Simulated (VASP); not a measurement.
A run of VASP 6.6.1 is set up as follows.

POSCAR

```
CsMgBiO3
1.0
    3.0603619857      1.7669008162      3.2515631816
   -3.0603619857      1.7669008162      3.2515631816
    0.0000000000     -3.5338016325      3.2515631815
Bi Cs Mg O
1 1 1 3
Direct
    0.5527031212      0.5527031212      0.5527031212
    0.9300961970      0.9300961970      0.9300961970
    0.2707614675      0.2707614675      0.2707614675
    0.9967620130      0.4997358406      0.4997358406
    0.4997358406      0.4997358406      0.9967620130
    0.4997358406      0.9967620130      0.4997358406
```

File INCAR.step1:

```
PREC     = Accurate       # precision mode
ENCUT    = 520            # plane-wave cutoff, eV
ISMEAR   = -1             # smearing method
SIGMA    = 0.05           # smearing width, eV
LREAL    = F              # projectors in reciprocal space
LASPH    = T              # aspherical terms in the spheres
NELM     = 60             # most SCF steps
NBANDS   = 31             # bands
GGA      = PE             # functional
ALGO     = Normal         # electronic algorithm
EDIFF    = 1E-4           # SCF threshold, eV
LWAVE    = T              # write WAVECAR
LCHARG   = F              # write CHGCAR
```

INCAR.step2

```
PREC     = Accurate       # precision mode
ENCUT    = 520            # plane-wave cutoff, eV
EDIFF    = 1E-7           # SCF threshold, eV
ISMEAR   = -1             # smearing method
SIGMA    = 0.05           # smearing width, eV
LREAL    = F              # projectors in reciprocal space
LASPH    = T              # aspherical terms in the spheres
NELM     = 60             # most SCF steps
ALGO     = Normal         # electronic algorithm
ISIF     = 2              # what is computed and relaxed
LWAVE    = F              # write WAVECAR
LCHARG   = F              # write CHGCAR
METAGGA  = R2SCAN         # meta-GGA
LMIXTAU  = T            
NBANDS   = 31             # bands
ISTART   = 1
```

Contents of KPOINTS:

```
Automatic mesh
0
Gamma
  6 6 6
```

Potentials or basis: VASP PAW PBE potentials, release 64 (Bi_d, Cs_sv, Mg, O).

Launch:

```sh
$ cat potpaw_PBE.64/Bi_d/POTCAR potpaw_PBE.64/Cs_sv/POTCAR potpaw_PBE.64/Mg/POTCAR potpaw_PBE.64/O/POTCAR > POTCAR
$ cp INCAR.step1 INCAR
$ mpirun -np 1 vasp_std > vasp.out
$ cp INCAR.step2 INCAR
$ mpirun -np 1 vasp_std > vasp.out
```

Question: Estimate the band gap on the k mesh.

Answer: 1.53 eV (least direct gap 1.71 eV).

Question: What does it give for the largest force?

Answer: 0.219 eV/Å.

Question: Estimate the pressure.

Answer: 10.4 GPa.

Stress tensor (GPa, compression positive):
```
10.47  0.00  0.00
 0.00 10.47  0.00
 0.00  0.00 10.14
```

Caveat: the cell stands under pressure; the PAW data sets were made with another functional, which shifts forces and pressure a little; spin-orbit coupling is left out, which moves the levels of the heavy elements. A k mesh can miss the band edges.
